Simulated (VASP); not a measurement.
Input of a VASP 6.6.1 run:

Contents of POSCAR:

```
W
1.0
   -1.5848038465      1.5848038465      1.5848038465
    1.5848038465     -1.5848038465      1.5848038465
    1.5848038465      1.5848038465     -1.5848038465
W
1
Direct
    0.0000000000      0.0000000000      0.0000000000
```

Contents of INCAR.step1:

```
SYSTEM = W
  PREC = Accurate
  ENCUT = 520
  ISMEAR = 0
  SIGMA = 0.3
  LREAL = .FALSE.
  LASPH = .TRUE.
  NELM = 60
  NBANDS = 13
  GGA = PE
  ALGO = Normal
  EDIFF = 1E-4
  LWAVE = .TRUE.
  LCHARG = .FALSE.
```

File INCAR.step2:

```
SYSTEM = W
  PREC = Accurate
  ENCUT = 520
  EDIFF = 1E-6
  ISMEAR = 0
  SIGMA = 0.3
  LREAL = .FALSE.
  LASPH = .TRUE.
  NELM = 60
  ALGO = Normal
  ISIF = 2
  LWAVE = .FALSE.
  LCHARG = .TRUE.
  METAGGA = R2SCAN
  LMIXTAU = .TRUE.
  LELF = .TRUE.
  LVHAR = .TRUE.
  NBANDS = 13
  ISTART = 1
```

Contents of KPOINTS:

```
Automatic mesh
0
G
  14 14 14
  0 0 0
```

Potentials or basis: VASP PAW PBE potentials, release 64 (W_sv).

Launch:

```sh
$ cat potpaw_PBE.64/W_sv/POTCAR > POTCAR
$ cp INCAR.step1 INCAR
$ mpirun -np 1 vasp_std > vasp.out
$ cp INCAR.step2 INCAR
$ mpirun -np 1 vasp_std > vasp.out
```

Q: Estimate the band gap on the k mesh.

A: Zero (bands 7 and 8 overlap by 6.58 eV).

Q: Predict the pressure.

A: 1.1 GPa.

Caveat: so wide a smearing shifts energies and pressures; the PAW data sets were made with another functional, which shifts forces and pressure a little; spin-orbit coupling is left out, which moves the levels of the heavy elements.
